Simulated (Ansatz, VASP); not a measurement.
Ti in VASP and in Ansatz

The input INCAR:

```
SYSTEM = Ti
ALGO = Fast ; EDIFF = 1E-6
ENCUT = 520 ; GGA = PS
ISIF = 2 ; ISMEAR = 0
LASPH = .TRUE. ; LCHARG = .FALSE.
LREAL = .FALSE. ; LWAVE = .FALSE.
NBANDS = 12 ; NELM = 80
PREC = Accurate ; SIGMA = 0.15
```

File KPOINTS:

```
k-points
0
G
  14 14 14
  0 0 0
```

File POSCAR:

```
Ti
1.0
    0.0000000000      2.0279211515      2.0279211515
    2.0279211515      0.0000000000      2.0279211515
    2.0279211515      2.0279211515      0.0000000000
Ti
1
Direct
    0.0000000000      0.0000000000      0.0000000000
```

Input for Ansatz:

```yaml
crystal:
  lattice:
    - [0.0, 2.0279211515, 2.0279211515]
    - [2.0279211515, 0.0, 2.0279211515]
    - [2.0279211515, 2.0279211515, 0.0]
  atoms:
    - { symbol: Ti, position: [0.0, 0.0, 0.0] }
basis:
  ecutwfc: 420
kpoints:
  mp_grid: { grid: [14, 14, 14] }
hamiltonian:
  xc: pbesol
scf:
  occupations: { method: gaussian, width: 0.15 }
output:
  forces: true
  stress: true
  eigenvalues: true
  write_density: true
  write_potential: true
  elf: true
  volumetric_format: npy
```

Alike in both runs: task single point; functional PBEsol; k mesh 14 × 14 × 14; occupations gaussian, width 0.15 eV; no spin polarisation.

```csv
,VASP,Ansatz
version,VASP 6.6.1,Ansatz 0.2.0
potentials or method,"VASP PAW PBE potentials, release 64 (Ti_sv), cutoff 520 eV","scalar-relativistic, plane waves, PAW"
valence electrons in the cell,12,12
```

```csv
,VASP,Ansatz,Ansatz less VASP
gap on the k mesh at the Fermi level (eV),none,none,-
pressure (GPa),-0.2,0.1,+0.29
```

VASP's potentials were made for PBE, not for PBEsol. A gap of «none» marks a metal or a gap that the smearing closes.
